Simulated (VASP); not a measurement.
Here is a VASP 6.6.1 calculation.

File INCAR:

```
SYSTEM = Pb
PREC     = Accurate       ! precision mode
ENCUT    = 520            ! plane-wave cutoff, eV
EDIFF    = 1E-6           ! SCF threshold, eV
ISMEAR   = -1             ! smearing method
SIGMA    = 0.1            ! smearing width, eV
LREAL    = .FALSE.        ! projectors in reciprocal space
LASPH    = .TRUE.         ! aspherical terms in the spheres
NELM     = 80             ! most SCF steps
ALGO     = Normal         ! electronic algorithm
ISIF     = 2              ! what is computed and relaxed
LWAVE    = .FALSE.        ! write WAVECAR
LCHARG   = .FALSE.        ! write CHGCAR
GGA      = RP             ! functional
NBANDS   = 13             ! bands
```

File KPOINTS:

```
Automatic mesh
0
G
  11 11 11
  0 0 0
```

File POSCAR:

```
Pb
1.0
    3.4236409597      0.0000000000      0.0000000000
    0.0000000000      3.4236409597      0.0000000000
    0.0000000000      0.0000000000      3.4236409597
Pb
1
Direct
    0.0000000000      0.0000000000      0.0000000000
```

Potentials or basis: VASP PAW PBE potentials, release 64 (Pb_d).

Run with:

```sh
$ cat potpaw_PBE.64/Pb_d/POTCAR > POTCAR
$ mpirun -np 1 vasp_std > vasp.out
```

**Question.** Estimate the pressure.

**Answer.** -2.6 GPa.

**Question.** Estimate the band gap on the k mesh.

**Answer.** Zero (bands 7 and 8 overlap by 5.63 eV).

Caveat: the PAW data sets were made with another functional, which shifts forces and pressure a little; spin-orbit coupling is left out, which moves the levels of the heavy elements.
